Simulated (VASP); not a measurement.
Write the native input for VASP 6.6.1 that does the following.

```yaml
Task: single point
Functional: PBEsol
Potentials_or_basis: VASP PAW PBE potentials, release 64 (Ga_d, C)
Cutoff: 600 eV
k_mesh: 8 × 8 × 8
Occupations: fermi-dirac, width 0.05 eV
Spin: no spin polarisation
Dipole_correction: no
Further_INCAR_settings: ALGO = Normal; EDIFF = 1e-06; NBANDS = 16
```

The structure of GaC lies in POSCAR:

```
GaC
1.0
    0.0000000000      2.3322030674      2.3322030674
    2.3322030674      0.0000000000      2.3322030674
    2.3322030674      2.3322030674      0.0000000000
Ga C
1 1
Direct
    0.0000000000      0.0000000000      0.0000000000
    0.2500000000      0.2500000000      0.2500000000
```

One way to write it, as run:

INCAR

```
SYSTEM = GaC
PREC     = Accurate       ! precision mode
ENCUT    = 600            ! plane-wave cutoff, eV
EDIFF    = 1E-6           ! SCF threshold, eV
ISMEAR   = -1             ! smearing method
SIGMA    = 0.05           ! smearing width, eV
LREAL    = .False.        ! projectors in reciprocal space
LASPH    = .True.         ! aspherical terms in the spheres
NELM     = 120            ! most SCF steps
ALGO     = Normal         ! electronic algorithm
ISIF     = 2              ! what is computed and relaxed
LWAVE    = .False.        ! write WAVECAR
LCHARG   = .True.         ! write CHGCAR
GGA      = PS             ! functional
LELF     = .True.         ! ELF
LVHAR    = .True.       
NBANDS   = 16             ! bands
GGA_COMPAT= .False.
```

KPOINTS

```
regular mesh
0
Gamma
  8 8 8
  0 0 0
```

Potentials or basis: VASP PAW PBE potentials, release 64 (Ga_d, C).

Launch:

```bash
$ cat potpaw_PBE.64/Ga_d/POTCAR potpaw_PBE.64/C/POTCAR > POTCAR
$ mpirun -np 1 vasp_std > vasp.out
```

It gave:

```
Pressure : -2.7 GPa
```

Caveat: the PAW data sets were made with another functional, which shifts forces and pressure a little.

Wall time 30 s on 1 thread of Intel Xeon 8259CL, with other jobs on the host, peak memory 0.16 GiB.
